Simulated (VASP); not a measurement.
In:

```
In
1.0
     5.28646    0.00000    0.00000
    -2.64323    4.57821    0.00000
     0.00000    0.00000    3.24060
In
3
Direct
  0.00000 0.00000 0.00000
  0.33333 0.66667 0.50000
  0.66667 0.33333 0.50000
```

- Program: VASP 6.6.1
- Task: relaxation of cell and atoms
- Functional: LDA
- Potentials or basis: VASP PAW LDA potentials, release 64 (In_d)
- Cutoff: 600 eV
- k mesh: 7 × 7 × 10
- Occupations: fermi-dirac, width 0.1 eV
- Spin: no spin polarisation

At the start: pressure -2.0 GPa; volume 26.14 Å³/atom.

Question: How do energy, volume and symmetry change on relaxing?

Answer: Over 3 steps the energy falls by 7.4 meV/atom and the volume is 25.01 Å³/atom (-4.3 %); space group P6/mmm (No. 191, to 0.05 Å).

Step by step:
```tsv
step	energy change (eV)	largest force (eV/Å)	pressure (GPa)	volume (Å³)
1	0.0000	0.0000	-1.96	78.43
2	-0.0222	0.0000	0.14	74.85
3	-0.0222	0.0000	-0.01	75.04
```

Final structure:
```
CELL_PARAMETERS angstrom
5.20113 0.00000 0.00000
-2.60057 4.50431 0.00000
0.00000 0.00000 3.20325
ATOMIC_POSITIONS crystal
In 0.00000 0.00000 0.00000
In 0.33333 0.66667 0.50000
In 0.66667 0.33333 0.50000
```
